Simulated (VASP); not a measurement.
# YAl3N4 (Cmmm) in VASP: a series of runs, part 2 of 2

VASP 6.6.1. The steps go on from the part before.

## (3) Single point, PBE

This run uses another cell than the first one, of 13.97 Å³/atom.

INCAR

```
ALGO     = Normal         # electronic algorithm
EDIFF    = 1E-6           # SCF threshold, eV
ENCUT    = 520            # plane-wave cutoff, eV
GGA      = PE             # functional
ISIF     = 2              # what is computed and relaxed
ISMEAR   = 0              # smearing method
LASPH    = T              # aspherical terms in the spheres
LCHARG   = F              # write CHGCAR
LREAL    = F              # projectors in reciprocal space
LWAVE    = F              # write WAVECAR
NBANDS   = 30             # bands
NELM     = 100            # most SCF steps
PREC     = Accurate       # precision mode
SIGMA    = 0.1            # smearing width, eV
```

KPOINTS

```
k-points
0
Gamma
  4 4 6
```

POSCAR

```
YAl3N4
1.0
    3.4059072300     -4.8166802000      0.0000000000
    3.4059072300      4.8166802000      0.0000000000
    0.0000000000      0.0000000000      3.4059072300
Y Al N
1 3 4
Direct
    0.5000000000      0.5000000000      0.5000000000
    0.0000000000      0.5000000000      0.0000000000
    0.5000000000      0.0000000000      0.0000000000
    0.0000000000      0.0000000000      0.5000000000
    0.7500000000      0.7500000000      0.0000000000
    0.2500000000      0.2500000000      0.0000000000
    0.7500000000      0.2500000000      0.5000000000
    0.2500000000      0.7500000000      0.5000000000
```

Potentials or basis: VASP PAW PBE potentials, release 64 (Y_sv, Al, N).

Launch:

```console
> cat potpaw_PBE.64/Y_sv/POTCAR potpaw_PBE.64/Al/POTCAR potpaw_PBE.64/N/POTCAR > POTCAR
> mpirun -np 1 vasp_std > vasp.out
```

OUTCAR:

```text
EDIFF = 1E-6
   ENCUT = 520
   GGA = PE
   ISIF = 2
   ISMEAR = 0
   LASPH = T
   LREAL = F
   NELM = 100
   PREC = Accurate

 ion  position               nearest neighbor table
   1  0.500  0.500  0.500-   5 2.41   6 2.41   5 2.41   6 2.41   7 2.41   8 2.41   4 3.41   4 3.41
                             3 3.41   3 3.41   2 3.41   3 3.41   3 3.41   2 3.41   2 3.41   2 3.41
   2  0.000  0.500  0.000-   7 2.41   8 2.41   7 2.41   8 2.41   5 2.41   6 2.41   1 3.41   1 3.41
                             1 3.41   1 3.41
   3  0.500  0.000  0.000-   7 2.41   8 2.41   7 2.41   8 2.41   5 2.41   6 2.41   1 3.41   1 3.41
[... 1014 lines left out ...]
  in kB     -330.8540358   -320.5319269   -297.8891552      0.0000000      0.0000000      0.0000000
  external PRESSURE =    -316.4250393 kB  Pullay stress =       0.0000000 kB

 VOLUME and BASIS-vectors are now :
 -----------------------------------------------------------------------------
  energy-cutoff  :      520.00
  volume of cell :      111.75
      direct lattice vectors                 reciprocal lattice vectors
     3.405907230 -4.816680200  0.000000000     0.146803764 -0.103805937  0.000000000
     3.405907230  4.816680200  0.000000000     0.146803764  0.103805937  0.000000000
     0.000000000  0.000000000  3.405907230     0.000000000  0.000000000  0.293607527

 POSITION                                       TOTAL-FORCE (eV/Angst)
 -----------------------------------------------------------------------------------
      3.40591      0.00000      1.70295         0.000000      0.000000      0.000000
      1.70295      2.40834      0.00000         0.000000      0.000000      0.000000
      1.70295     -2.40834      0.00000         0.000000      0.000000      0.000000
      0.00000      0.00000      1.70295         0.000000      0.000000      0.000000
      5.10886      0.00000      0.00000         1.603840      0.000000     -0.000000
      1.70295      0.00000      0.00000        -1.603840      0.000000      0.000000
      3.40591     -2.40834      1.70295         0.000000     -1.338423      0.000000
      3.40591      2.40834      1.70295         0.000000      1.338423      0.000000
 -----------------------------------------------------------------------------------
    total drift:                               -0.000000     -0.000000     -0.000000

  FREE ENERGIE OF THE ION-ELECTRON SYSTEM (eV)
  ---------------------------------------------------
  free  energy   TOTEN  =       -55.1557043405 eV

  energy  without entropy=      -55.1531519120  energy(sigma->0) =      -55.15442813
```

stdout:

```text
POSCAR found type information on POSCAR Y AlN
 POSCAR found :  3 types and       8 ions
 scaLAPACK will be used
 LDA part: xc-table for (Slater+PW92), standard interpolation
 POSCAR, INCAR and KPOINTS ok, starting setup
 FFT: planning ... GRIDC
 FFT: planning ... GRID_SOFT
 FFT: planning ... GRID
 WAVECAR not read
 entering main loop
```

Run time: 89 s. Hardware: 1 thread of AMD EPYC 9R45 (Zen 5), shared host; peak memory 0.27 GiB.

Results:

```yaml
Free_energy: -55.1557 eV
Pressure: -31.6 GPa
Largest_force: 1.604 eV/Å
Band_gap_on_the_k_mesh: zero (bands 20 and 21 overlap by 0.02 eV)
```

Forces on the atoms (eV/Å):
```
Y    0.000  0.000  0.000
Al   0.000  0.000  0.000
Al   0.000  0.000  0.000
Al   0.000  0.000  0.000
N    1.604  0.000  0.000
N   -1.604  0.000  0.000
N    0.000 -1.338  0.000
N    0.000  1.338  0.000
```

Caveat: the cell stands under tension; forces of over 1 eV/Å act on the atoms, so gaps and moduli don't describe the material at rest.

## (4) Single point, PBE

INCAR

```
PREC = Accurate ; ENCUT = 520
EDIFF = 1E-6 ; ISMEAR = 0
SIGMA = 0.02 ; LREAL = F
LASPH = T ; NELM = 60
ALGO = Normal ; ISIF = 2
LWAVE = F ; LCHARG = T
GGA = PE ; LELF = T
LVHAR = T ; NBANDS = 30
```

KPOINTS

```
Automatic mesh
0
Gamma
  6 6 10
```

POSCAR

```
YAl3N4
1.0
    3.0716271531     -4.2869588809      0.0000000000
    3.0716271531      4.2869588809      0.0000000000
    0.0000000000      0.0000000000      3.0827811200
Y Al N
1 3 4
Direct
    0.5000000000      0.5000000000      0.5000000000
    0.0000000000      0.5000000000      0.0000000000
    0.5000000000      0.0000000000      0.0000000000
    0.0000000000      0.0000000000      0.5000000000
    0.7747505888      0.7747505888      0.0000000000
    0.2252494112      0.2252494112      0.0000000000
    0.7652481492      0.2347518508      0.5000000000
    0.2347518508      0.7652481492      0.5000000000
```

Potentials or basis: VASP PAW PBE potentials, release 64 (Y_sv, Al, N).

Launch:

```console
> cat potpaw_PBE.64/Y_sv/POTCAR potpaw_PBE.64/Al/POTCAR potpaw_PBE.64/N/POTCAR > POTCAR
> mpirun -np 1 vasp_std > vasp.out
```

OUTCAR:

```text
PREC = Accurate
   ENCUT = 520
   EDIFF = 1E-6
   ISMEAR = 0
   LREAL = F
   LASPH = T
   NELM = 60
   ISIF = 2
   GGA = PE

 ion  position               nearest neighbor table
   1  0.500  0.500  0.500-   7 2.27   8 2.27   5 2.29   6 2.29   5 2.29   6 2.29   2 3.05   3 3.05
                             2 3.05   3 3.05   3 3.05   3 3.05   2 3.05   2 3.05   4 3.07   4 3.07
   2  0.000  0.500  0.000-   5 2.15   6 2.15   7 2.18   8 2.18   7 2.18   8 2.18   1 3.05   4 3.05
                             1 3.05   4 3.05   4 3.05   4 3.05   1 3.05   1 3.05   3 3.07   3 3.07
   3  0.500  0.000  0.000-   5 2.15   6 2.15   7 2.18   8 2.18   7 2.18   8 2.18   1 3.05   4 3.05
                             1 3.05   4 3.05   1 3.05   1 3.05   4 3.05   4 3.05   2 3.07   2 3.07
   4  0.000  0.000  0.500-   7 2.01   8 2.01   5 2.07   6 2.07   5 2.07   6 2.07   2 3.05   3 3.05
[... 1014 lines left out ...]
 VOLUME and BASIS-vectors are now :
 -----------------------------------------------------------------------------
  energy-cutoff  :      520.00
  volume of cell :       81.19
      direct lattice vectors                 reciprocal lattice vectors
     3.071627153 -4.286958881  0.000000000     0.162780173 -0.116632796  0.000000000
     3.071627153  4.286958881  0.000000000     0.162780173  0.116632796  0.000000000
     0.000000000  0.000000000  3.082781120     0.000000000  0.000000000  0.324382420

 POSITION                                       TOTAL-FORCE (eV/Angst)
 -----------------------------------------------------------------------------------
      3.07163      0.00000      1.54139        -0.000000      0.000000     -0.000000
      1.53581      2.14348      0.00000        -0.000000      0.000000     -0.000000
      1.53581     -2.14348      0.00000        -0.000000     -0.000000     -0.000000
      0.00000      0.00000      1.54139        -0.000000      0.000000     -0.000000
      4.75949      0.00000      0.00000        -0.001917      0.000000     -0.000000
      1.38376      0.00000      0.00000         0.001917      0.000000     -0.000000
      3.07163     -2.27422      1.54139        -0.000000      0.001784     -0.000000
      3.07163      2.27422      1.54139        -0.000000     -0.001784      0.000000
 -----------------------------------------------------------------------------------
    total drift:                                0.000000      0.000000     -0.000000

  FREE ENERGIE OF THE ION-ELECTRON SYSTEM (eV)
  ---------------------------------------------------
  free  energy   TOTEN  =       -59.8686773942 eV

  energy  without entropy=      -59.8686773942  energy(sigma->0) =      -59.86867739
```

Wall time 2.2 min (1 thread of AMD EPYC 9R45 (Zen 5), shared host); peak memory 0.29 GiB.

What came out:

```yaml
Free_energy: -59.8687 eV
Pressure: -0.3 GPa
Band_gap_on_the_k_mesh: 1.76 eV
```

Levels at points of the mesh, in eV from the valence-band top:
```csv
k point,band 18,band 19,band 20,band 21,band 22,band 23
"(0.00, 0.00, 0.00)",-0.32,-0.30,0.00,1.76,2.34,4.44
"(0.50, 0.00, 0.00)",-1.16,-0.72,-0.70,3.16,3.99,4.10
"(0.50, 0.50, 0.00)",-1.84,-0.70,-0.59,2.22,5.12,5.57
"(0.00, 0.00, 0.50)",-2.15,-2.00,-0.84,4.56,5.37,5.62
"(0.50, 0.00, 0.50)",-2.38,-0.54,-0.37,2.97,4.15,4.19
"(0.50, 0.50, 0.50)",-1.68,-1.37,-1.12,2.09,2.20,2.46
```

A k mesh can miss the band edges.

## (5) Relaxation of cell and atoms, PBE

This run uses another cell than the first one, of 13.97 Å³/atom.

INCAR

```
SYSTEM = YAl3N4
PREC = Accurate ; ENCUT = 600
EDIFF = 1E-6 ; ISMEAR = 0
SIGMA = 0.1 ; LREAL = .False.
LASPH = .True. ; NELM = 100
ALGO = Normal ; ISIF = 3
LWAVE = .False. ; LCHARG = .False.
GGA = PE ; IBRION = 2
NSW = 90 ; EDIFFG = -0.04
```

KPOINTS

```
Automatic mesh
0
Gamma
  4 4 6
  0 0 0
```

POSCAR

```
YAl3N4
1.0
    3.4059072300     -4.8166802000      0.0000000000
    3.4059072300      4.8166802000      0.0000000000
    0.0000000000      0.0000000000      3.4059072300
Y Al N
1 3 4
Direct
    0.5000000000      0.5000000000      0.5000000000
    0.0000000000      0.5000000000      0.0000000000
    0.5000000000      0.0000000000      0.0000000000
    0.0000000000      0.0000000000      0.5000000000
    0.7500000000      0.7500000000      0.0000000000
    0.2500000000      0.2500000000      0.0000000000
    0.7500000000      0.2500000000      0.5000000000
    0.2500000000      0.7500000000      0.5000000000
```

Launch:

```console
> cat potpaw_PBE.64/Y_sv/POTCAR potpaw_PBE.64/Al/POTCAR potpaw_PBE.64/N/POTCAR > POTCAR
> mpirun -np 1 vasp_std > vasp.out
```

Run time: 6.5 min. Hardware: 1 thread of AMD EPYC 9R45 (Zen 5), shared host; peak memory 0.3 GiB.

The run converged. Its results:

| Quantity | Value |
| --- | --- |
| Free energy | -59.9106 eV |
| Relaxed volume | 10.13 Å³/atom |
| Relaxed cell | a = 5.278 Å, b = 5.278 Å, c = 3.076 Å, α = 90.00°, β = 90.00°, γ = 108.96° |
| Space group after relaxing (to 0.1 Å) | Cmmm (No. 65) |
| Energy gained by relaxing | 593.5 meV/atom |
| Ionic steps | 8 |
| Pressure after relaxing | 0.0 GPa |
| Largest force after relaxing | 0.031 eV/Å |
| Band gap on the k mesh | 1.75 eV |

Forces on the atoms (eV/Å):
```
Y    0.000  0.000  0.000
Al   0.000  0.000  0.000
Al   0.000  0.000  0.000
Al   0.000  0.000  0.000
N   -0.021  0.000  0.000
N    0.021  0.000  0.000
N    0.000 -0.031  0.000
N    0.000  0.031  0.000
```

Stress tensor (GPa, compression positive):
```
 0.08  0.00  0.00
 0.00 -0.47  0.00
 0.00  0.00  0.24
```

Step by step:
| step | energy change (eV) | largest force (eV/Å) | pressure (GPa) | volume (Å³) |
| --- | --- | --- | --- | --- |
| 1 | 0.0000 | 1.6036 | -31.74 | 111.75 |
| 2 | -3.5962 | 3.2211 | 31.96 | 72.70 |
| 3 | -4.2543 | 2.8652 | 3.00 | 81.05 |
| 4 | -4.6659 | 1.0065 | 4.72 | 79.23 |
| 5 | -4.7273 | 0.1366 | 3.62 | 79.70 |
| 6 | -4.7384 | 0.0447 | -2.74 | 82.10 |
| 7 | -4.7465 | 0.0787 | -0.30 | 81.14 |
| 8 | -4.7481 | 0.0308 | -0.05 | 81.05 |

Final structure:
```
CELL_PARAMETERS angstrom
3.06681 -4.29608 0.00000
3.06681 4.29608 0.00000
0.00000 0.00000 3.07570
ATOMIC_POSITIONS crystal
Y 0.50000 0.50000 0.50000
Al 0.00000 0.50000 0.00000
Al 0.50000 0.00000 0.00000
Al 0.00000 0.00000 0.50000
N 0.77522 0.77522 0.00000
N 0.22478 0.22478 0.00000
N 0.76483 0.23517 0.50000
N 0.23517 0.76483 0.50000
```

Levels at points of the mesh, in eV from the valence-band top:
```
           k point  band 17  band 18  band 19  band 20  band 21  band 22  band 23  band 24
(0.00, 0.00, 0.00)    -1.14    -0.31    -0.30     0.00     1.75     2.36     4.48     5.50
(0.50, 0.00, 0.00)    -1.25    -1.16    -0.71    -0.71     3.16     4.00     4.12     6.13
(0.50, 0.50, 0.00)    -1.96    -1.83    -0.68    -0.60     2.20     5.13     5.60     5.69
(0.00, 0.00, 0.50)    -2.33    -2.14    -2.00    -0.86     4.55     5.37     5.61     5.76
(0.50, 0.00, 0.50)    -2.46    -2.40    -0.54    -0.35     2.96     4.15     4.19     5.75
(0.50, 0.50, 0.50)    -1.87    -1.68    -1.37    -1.13     2.08     2.21     2.46     4.70
```

Caveat: the volume moved by over 15 % at a fixed basis, so the end points are rough. A k mesh can miss the band edges.

## (6) The runs side by side

| task | cell | k mesh | cutoff (eV) | smearing | gap on the mesh (eV) | pressure (GPa) | largest force (eV/Å) |
| --- | --- | --- | --- | --- | --- | --- | --- |
| single point | a = 5.274, b = 5.274, c = 3.083 Å, angles 90.0, 90.0, 108.8°, 8 atoms, atomic positions A | 4 × 4 × 6 | 520 | gaussian 0.1 eV | 1.75 | -0.3 | - |
| single point | a = 5.899, b = 5.899, c = 3.406 Å, angles 90.0, 90.0, 109.5°, 8 atoms, atomic positions B | 4 × 4 × 6 | 520 | gaussian 0.1 eV | none | -31.6 | 1.60 |
| single point | a = 5.274, b = 5.274, c = 3.083 Å, angles 90.0, 90.0, 108.8°, 8 atoms, atomic positions A | 6 × 6 × 10 | 520 | gaussian 0.02 eV | 1.76 | -0.3 | - |
| relaxation of cell and atoms | relaxed from a = 5.899, b = 5.899, c = 3.406 Å, angles 90.0, 90.0, 109.5°, 8 atoms, atomic positions B | 4 × 4 × 6 | 600 | gaussian 0.1 eV | 1.75 | 0.0 | 0.03 |

Alike in all rows: level PBE; potentials or basis VASP PAW PBE potentials, release 64 (Y_sv, Al, N); no spin polarisation.

Caveats: the cell stands under tension (at least some runs); forces of over 1 eV/Å act on the atoms, so gaps and moduli don't describe the material at rest (at least some runs); the volume moved by over 15 % at a fixed basis, so the end points are rough (at least some runs).

Absolute energies hang on the potentials; compare differences alone.
